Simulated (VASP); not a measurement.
# SiW12 in VASP: single point with PBE

Aim: the single point of SiW12 with PBE.

Everything below comes from runs of VASP 6.6.1. Logs are shortened: lines on timing, memory, paths and dates and some standing lists are left out, and cuts for length are marked.

### 1 The cell of the first run

The cell holds a slab with vacuum, 13 atoms: a = 5.514 Å, b = 5.514 Å, c = 19.856 Å, α = 90.00°, β = 90.00°, γ = 109.47°.

### 2 Single point, PBE

The input, INCAR:

```
SYSTEM = SiW12
  PREC = Accurate
  ENCUT = 520
  EDIFF = 1E-6
  ISMEAR = 0
  SIGMA = 0.1
  LREAL = .FALSE.
  LASPH = .TRUE.
  NELM = 60
  ALGO = Normal
  ISIF = 2
  LWAVE = .FALSE.
  LCHARG = .FALSE.
  LDIPOL = .TRUE.
  IDIPOL = 3
  DIPOL = 0.5 0.5 0.328
  GGA = PE
  NBANDS = 98
```

The input, KPOINTS:

```
regular mesh
0
G
  5 5 1
  0 0 0
```

The input, POSCAR:

```
SiW12
1.0
    5.5143287196      0.0000000000      0.0000000000
   -1.8381095732      5.1989589751      0.0000000000
    0.0000000000      0.0000000000     19.8562160745
W Si
12 1
Direct
    0.2500000000      0.2500000000      0.2014482510
    0.2500000000      0.7500000000      0.2014482510
    0.7500000000      0.2500000000      0.2014482510
    0.7500000000      0.7500000000      0.2014482510
    0.0000000000      0.0000000000      0.3111437104
    0.0000000000      0.5000000000      0.3111437104
    0.5000000000      0.0000000000      0.3111437104
    0.5000000000      0.5000000000      0.3111437104
    0.2500000000      0.2500000000      0.4208362783
    0.2500000000      0.7500000000      0.4208362783
    0.7500000000      0.2500000000      0.4208362783
    0.7500000000      0.7500000000      0.4208362783
    0.3333333333      0.6666666667      0.5327378870
```

Potentials or basis: VASP PAW PBE potentials, release 64 (W_sv, Si).

On the command line:

```sh
> cat potpaw_PBE.64/W_sv/POTCAR potpaw_PBE.64/Si/POTCAR > POTCAR
> mpirun -np 1 vasp_std > vasp.out
```

OUTCAR:

```text
SYSTEM = SiW12
   PREC = Accurate
   ENCUT = 520
   EDIFF = 1E-6
   ISMEAR = 0
   LREAL = .FALSE.
   LASPH = .TRUE.
   NELM = 60
   ISIF = 2
   GGA = PE

 ion  position               nearest neighbor table
   1  0.250  0.250  0.201-   5 2.70   8 2.70   3 2.76   3 2.76   2 2.76   2 2.76   7 3.13   6 3.13
                             4 3.18   4 3.18
   2  0.250  0.750  0.201-   6 2.70   7 2.70   4 2.76   4 2.76   1 2.76   1 2.76   5 3.13   8 3.13
                             3 3.18   3 3.18
   3  0.750  0.250  0.201-   6 2.70   7 2.70   1 2.76   1 2.76   4 2.76   4 2.76   5 3.13   8 3.13
                             2 3.18   2 3.18
   4  0.750  0.750  0.201-   5 2.70   8 2.70   2 2.76   2 2.76   3 2.76   3 2.76   7 3.13   6 3.13
                             1 3.18   1 3.18
   5  0.000  0.000  0.311-   9 2.70  12 2.70   1 2.70   4 2.70   7 2.76   7 2.76   6 2.76   6 2.76
                            11 3.13  10 3.13   3 3.13   2 3.13   8 3.18   8 3.18
   6  0.000  0.500  0.311-  10 2.70  11 2.70   2 2.70   3 2.70   8 2.76   8 2.76   5 2.76   5 2.76
                             9 3.13  12 3.13   1 3.13   4 3.13   7 3.18   7 3.18
   7  0.500  0.000  0.311-  10 2.70  11 2.70   2 2.70   3 2.70   5 2.76   5 2.76   8 2.76   8 2.76
                             9 3.13  12 3.13   1 3.13   4 3.13   6 3.18   6 3.18
   8  0.500  0.500  0.311-   9 2.70  12 2.70   1 2.70   4 2.70   6 2.76   6 2.76   7 2.76   7 2.76
                            11 3.13  10 3.13   3 3.13   2 3.13   5 3.18   5 3.18
   9  0.250  0.250  0.421-   5 2.70   8 2.70  11 2.76  11 2.76  10 2.76  10 2.76  13 3.12   6 3.13
                             7 3.13  12 3.18  12 3.18
  10  0.250  0.750  0.421-  13 2.35   7 2.70   6 2.70  12 2.76  12 2.76   9 2.76   9 2.76   8 3.13
                             5 3.13  11 3.18  11 3.18
  11  0.750  0.250  0.421-   6 2.70   7 2.70   9 2.76   9 2.76  12 2.76  12 2.76   5 3.13   8 3.13
                            10 3.18  10 3.18
  12  0.750  0.750  0.421-   5 2.70   8 2.70  10 2.76  10 2.76  11 2.76  11 2.76  13 3.12   6 3.13
                             7 3.13   9 3.18   9 3.18
  13  0.333  0.667  0.533-  10 2.35  12 3.12   9 3.12

  LATTYP: Found a base centered orthorhombic cell.
 ALAT       =     6.3673983413
 B/A-ratio  =     1.4142135624
 C/A-ratio  =     3.1184190167

  Lattice vectors:

 A1 = (   5.5143287196,   0.0000000000,   0.0000000000)
 A2 = (  -1.8381095732,   5.1989589751,   0.0000000000)
 A3 = (   0.0000000000,   0.0000000000,  19.8562160745)

Analysis of symmetry for initial positions (statically):
=====================================================================
 Subroutine PRICEL returns:
 Original cell was already a primitive cell.

 Routine SETGRP: Setting up the symmetry group for a
 base centered orthorhombic supercell.

 Subroutine GETGRP returns: Found  2 space group operations
 (whereof  2 operations were pure point group operations)
 out of a pool of  8 trial point group operations.

The static configuration has the point symmetry C_1h.

Analysis of symmetry for dynamics (positions and initial velocities):
=====================================================================
 Subroutine PRICEL returns:
 Original cell was already a primitive cell.

 Routine SETGRP: Setting up the symmetry group for a
 base centered orthorhombic supercell.

 Subroutine GETGRP returns: Found  2 space group operations
 (whereof  2 operations were pure point group operations)
 out of a pool of  8 trial point group operations.

The dynamic configuration has the point symmetry C_1h.

 Subroutine INISYM returns: Found  2 space group operations
 (whereof  2 operations are pure point group operations),
 and found     1 'primitive' translations

----------------------------------------------------------------------------------------

                                     Primitive cell

  volume of cell :     569.2533

  direct lattice vectors                    reciprocal lattice vectors
     5.514328720  0.000000000  0.000000000     0.181345736  0.064115400  0.000000000
    -1.838109573  5.198958975  0.000000000     0.000000000  0.192346199  0.000000000
     0.000000000  0.000000000 19.856216075     0.000000000  0.000000000  0.050362063

  length of vectors
     5.514328720  5.514328720 19.856216075     0.192346199  0.192346199  0.050362063

  position of ions in fractional coordinates (direct lattice)
     0.250000000  0.250000000  0.201448251
     0.250000000  0.750000000  0.201448251
     0.750000000  0.250000000  0.201448251
     0.750000000  0.750000000  0.201448251
     0.000000000  0.000000000  0.311143710
     0.000000000  0.500000000  0.311143710
     0.500000000  0.000000000  0.311143710
[... 54 lines left out ...]
  0.200000  0.200000  0.000000      2.000000
  0.400000  0.200000  0.000000      4.000000
 -0.400000  0.200000  0.000000      4.000000
 -0.200000  0.200000  0.000000      2.000000
  0.400000  0.400000  0.000000      2.000000
 -0.400000  0.400000  0.000000      2.000000
   k-points           NKPTS =      9   k-points in BZ     NKDIM =      9   number of bands    NBANDS=     98
   number of dos      NEDOS =    301   number of ions     NIONS =     13
   total plane-waves  NPLWV = 264600
   dimension x,y,z NGX =    42 NGY =   42 NGZ =  150
   dimension x,y,z NGXF=    84 NGYF=   84 NGZF=  300
   ions per type =              12   1
   NGX,Y,Z   is equivalent  to a cutoff of  12.66, 12.66, 12.56 a.u.
   NGXF,Y,Z  is equivalent  to a cutoff of  25.32, 25.32, 25.12 a.u.
 SYSTEM =  SiW12
   PREC   = accura    normal or accurate (medium, high low for compatibility)
   ISTART =      0    job   : 0-new  1-cont  2-samecut
   ICHARG =      2    charge: 1-file 2-atom 10-const
   ISPIN  =      1    spin polarized calculation?
   LNONCOLLINEAR =      F non collinear calculations
   LSORBIT =      F    spin-orbit coupling
   LASPH  =      T    aspherical Exc in radial PAW
   ENCUT  =  520.0 eV  38.22 Ry    6.18 a.u.  10.25 10.25 36.92*2*pi/ulx,y,z
   NELM   =     60;   NELMIN=  2; NELMDL= -5     # of ELM steps
   EDIFF  = 0.1E-05   stopping-criterion for ELM
   LREAL  =      F    real-space projection
   EDIFFG = 0.1E-04   stopping-criterion for IOM
   NSW    =      0    number of steps for IOM
   IBRION =     -1    ionic relax: 0-MD 1-quasi-New 2-CG
   NFREE  =      0    steps in history (QN), initial steepest desc. (CG)
   ISIF   =      2    stress and relaxation
   ISYM   =      2    0-nonsym 1-usesym 2-fastsym
   POTIM  = 0.5000    time-step for ionic-motion
   TEBEG  =    0.0;   TEEND  =   0.0 temperature during run
   PSTRESS=    0.0 pullay stress
   NELECT =     172.0000    total number of electrons
   NUPDOWN=      -1.0000    fix difference up-down
   EMIN   =  10.00;   EMAX   =-10.00  energy-range for DOS
   EFERMI =   0.00;   METHOD = LEGACY
   ISMEAR =     0;   SIGMA  =   0.10  broadening in eV -4-tet -1-fermi 0-gaus
   EFERMI_NEDOS =   21; number of points for ismear=-14 and -15
   IALGO  =     38    algorithm
   IMIX   =      4    mixing-type and parameters
     AMIX     =   0.40;   BMIX     =  1.00
     AMIX_MAG =   1.60;   BMIX_MAG =  1.00
  volume/ion in A,a.u.               =      43.79       295.50
  Fermi-wavevector in a.u.,A,eV,Ry     =   1.098540  2.075939 16.419371  1.206790
  Thomas-Fermi vector in A             =   2.234919
   LORBIT       =      0    0 simple, 1 ext, 2 COOP (PROOUT), +10 PAW based schemes
   GGA     = PE    functional components
   LHFCALC =     F    Hartree Fock is set to
   AEXX    =    0.0000 exact exchange contribution
   IVDW    =     0    specifies the selected vdW correction
   LEPSILON=     F    determine dielectric tensor
   LRPA    =     F    only Hartree local field effects (RPA)
 non-spin polarized calculation
 Gauss-broadening in eV      SIGMA  =   0.10
  energy-cutoff  :      520.00
  volume of cell :      569.25
 maximum number of plane-waves:     15340
 NGX is ok and might be reduce to    42
   NGX = 21   NGY = 21   NGZ = 73

 dipolmoment           0.000000      0.000000     -0.000232 electrons x Angstroem

 number of electron     172.0000030 magnetization

 dipolmoment           0.000000      0.000000      0.026113 electrons x Angstroem

 Free energy of the ion-electron system (eV)
  ---------------------------------------------------
  ext. energy  EPLUGINS =         0.00000000
  ---------------------------------------------------
  free energy    TOTEN  =      -148.55910845 eV

  energy without entropy =     -148.49021445  energy(sigma->0) =     -148.52466145

 E-fermi :   0.9858     XC(G=0):  -6.0322

 val. band max:        0.9521164494   @ k =   0.0000   0.0000   0.0000
 cond. band min:       0.9932799720   @ k =  -0.4000   0.4000   0.0000
 fundamental gap:      0.0411635226
 Fermi energy:         0.9857921260

 k-point     1 :       0.0000    0.0000    0.0000
  band No.  band energies     occupation
      1     -73.1294      2.00000
      2     -73.0476      2.00000
      3     -73.0471      2.00000
      4     -73.0132      2.00000
      5     -72.9781      2.00000
      6     -72.9440      2.00000
[... 898 lines left out ...]
     97       2.1822      0.00000
     98       2.3222      0.00000

------------------------ aborting loop because EDIFF is reached ----------------------------------------

 vacuum level on the upper side and lower side of the slab       (xc-potential included)        -0.099        -0.198

  FORCE on cell =-STRESS in cart. coord.  units (eV):
  Direction    XX          YY          ZZ          XY          YZ          ZX
  --------------------------------------------------------------------------------------
  -------------------------------------------------------------------------------------
  Total      -10.1683115    -13.4652925      2.6276643     -4.6626352     -1.0595680      1.4984540
  in kB      -28.6189630    -37.8983970      7.3956259    -13.1231014     -2.9821803      4.2174356
  external PRESSURE =     -19.7072447 kB  Pullay stress =       0.0000000 kB

 VOLUME and BASIS-vectors are now :
 -----------------------------------------------------------------------------
  energy-cutoff  :      520.00
  volume of cell :      569.25
      direct lattice vectors                 reciprocal lattice vectors
     5.514328720  0.000000000  0.000000000     0.181345736  0.064115400  0.000000000
    -1.838109573  5.198958975  0.000000000     0.000000000  0.192346199  0.000000000
     0.000000000  0.000000000 19.856216075     0.000000000  0.000000000  0.050362063

 POSITION                                       TOTAL-FORCE (eV/Angst)
 -----------------------------------------------------------------------------------
      0.91905      1.29974      4.00000        -0.032302      0.012751     -0.106256
      0.00000      3.89922      4.00000        -0.052026      0.036788      0.100571
      3.67622      1.29974      4.00000         0.114321     -0.080837      0.191826
      2.75716      3.89922      4.00000        -0.022789      0.026205     -0.106256
      0.00000      0.00000      6.17814        -0.089895      0.063566     -0.103500
     -0.91905      2.59948      6.17814        -0.229472     -0.299914     -0.553728
      2.75716      0.00000      6.17814         0.206271      0.316320     -0.553728
      1.83811      2.59948      6.17814         0.103864     -0.073443     -0.219255
      0.91905      1.29974      8.35622        -0.064066     -0.001327      0.714860
      0.00000      3.89922      8.35622        -0.309516      0.218861      0.007791
      3.67622      1.29974      8.35622        -0.283799      0.200676     -0.092245
      2.75716      3.89922      8.35622        -0.020104      0.060845      0.714860
      0.61270      3.46597     10.57816         0.679516     -0.480490      0.005058
 -----------------------------------------------------------------------------------
    total drift:                                0.000028     -0.000020      0.001124

  FREE ENERGIE OF THE ION-ELECTRON SYSTEM (eV)
  ---------------------------------------------------
  free  energy   TOTEN  =      -148.5591084501 eV

  energy  without entropy=     -148.4902144474  energy(sigma->0) =     -148.52466145

 vacuum level on the upper side and lower side of the slab         5.828         5.724
```

Wall time 82 min (1 thread of AMD EPYC 7R13 (Zen 3), shared host); peak memory 0.74 GiB.

What came out:

- Free energy: -148.5591 eV
- Largest force: 0.832 eV/Å
- Band gap on the k mesh: zero (band 86 reaches 1.85 eV, above the bottom of band 87 at 0.54 eV)

Forces in eV/Å, atoms in the order of the input:
```
W   -0.032  0.013 -0.106
W   -0.052  0.037  0.101
W    0.114 -0.081  0.192
W   -0.023  0.026 -0.106
W   -0.090  0.064 -0.103
W   -0.229 -0.300 -0.554
W    0.206  0.316 -0.554
W    0.104 -0.073 -0.219
W   -0.064 -0.001  0.715
W   -0.310  0.219  0.008
W   -0.284  0.201 -0.092
W   -0.020  0.061  0.715
Si   0.680 -0.480  0.005
```

Levels at points of the mesh, in eV from the Fermi level:
| k point | band 83 | band 84 | band 85 | band 86 | band 87 | band 88 | band 89 | band 90 |
| --- | --- | --- | --- | --- | --- | --- | --- | --- |
| (0.00, 0.00, 0.00) | -0.03 | 0.23 | 0.86 | 0.87 | 1.10 | 1.15 | 1.43 | 1.59 |

Caveat: spin-orbit coupling is left out, which moves the levels of the heavy elements.
